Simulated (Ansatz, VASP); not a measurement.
## One calculation of YN, two programs

```
Y N
1.0
     0.00000    2.45304    2.45304
     2.45304    0.00000    2.45304
     2.45304    2.45304    0.00000
Y N
1 1
Direct
  0.00000 0.00000 0.00000
  0.50000 0.50000 0.50000
```

Alike in both runs: task single point; functional PBE; k mesh 12 × 12 × 12; occupations gaussian, width 0.01 eV; no spin polarisation.

|  | VASP | Ansatz |
| --- | --- | --- |
| version | VASP 6.6.1 | Ansatz 0.2.0 |
| potentials or method | VASP PAW PBE potentials, release 64 (Y_sv, N), cutoff 600 eV | scalar-relativistic, plane waves, PAW |
| valence electrons in the cell | 16 | 16 |

VASP gave:

| Property | Result |
| --- | --- |
| gap on the k mesh at the Fermi level (eV) | 0.21 |
| least direct gap on the mesh (eV) | 0.60 |
| pressure (GPa) | -0.3 |

Question: Estimate Ansatz's values.

Answer: gap on the k mesh at the Fermi level (eV): 0.21; least direct gap on the mesh (eV): 0.61; pressure (GPa): 0.0.
